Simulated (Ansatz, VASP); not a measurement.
CoO in VASP and in Ansatz

The input INCAR:

```
PREC = Accurate
ENCUT = 700
EDIFF = 1E-6
ISMEAR = -1
SIGMA = 0.05
LREAL = F
LASPH = T
NELM = 200
ALGO = Normal
ISIF = 2
LWAVE = F
LCHARG = F
ISPIN = 2
MAGMOM = 1.71 0
LORBIT = 11
LMAXMIX = 4
GGA = PS
NBANDS = 22
GGA_COMPAT = F
```

KPOINTS

```
regular mesh
0
Gamma
  11 11 11
```

The input POSCAR:

```
CoO
1.0
    0.0000000000      2.1315000000      2.1315000000
    2.1315000000      0.0000000000      2.1315000000
    2.1315000000      2.1315000000      0.0000000000
Co O
1 1
Direct
    0.0000000000      0.0000000000      0.0000000000
    0.5000000000      0.5000000000      0.5000000000
```

Contents of input.yaml:

```yaml
crystal:
  lattice:
    - [0.0, 2.1315, 2.1315]
    - [2.1315, 0.0, 2.1315]
    - [2.1315, 2.1315, 0.0]
  atoms:
    - { symbol: Co, position: [0.0, 0.0, 0.0], spin: 1.71 }
    - { symbol: O, position: [0.5, 0.5, 0.5] }
hamiltonian:
  xc: pbesol
  pseudopotentials: { kind: paw }
magnetization:
  spin_polarized: true
kpoints:
  mp_grid: { grid: [11, 11, 11] }
scf:
  occupations: { method: fermi_dirac, width: 0.05 }
output:
  forces: true
  stress: true
  eigenvalues: true
  write_density: true
  write_potential: true
  elf: true
  volumetric_format: npy
```

Alike in both runs: task single point; functional PBEsol; k mesh 11 × 11 × 11; occupations fermi-dirac, width 0.05 eV; collinear spin.

|  | VASP | Ansatz |
| --- | --- | --- |
| version | VASP 6.6.1 | Ansatz 0.2.0 |
| potentials or method | VASP PAW PBE potentials, release 64 (Co_sv, O) | Ansatz PAW |
| plane-wave cutoff (eV) | 700 | 420 |
| valence electrons in the cell | 23 | 23 |

|  | VASP | Ansatz | Ansatz less VASP |
| --- | --- | --- | --- |
| gap on the k mesh at the Fermi level (eV) | none | none | - |
| pressure (GPa) | -12.0 | -10.8 | +1.16 |
| net moment per atom (μB) | 1.48 | 1.48 | +0.003 |
| size of the moment on the site where the two differ most (μB) | 2.53 | 2.50 | -0.028 |

VASP's potentials were made for PBE, not for PBEsol. Site moments also hang on the region over which each program counts them. A gap of «none» marks a metal or a gap that the smearing closes.
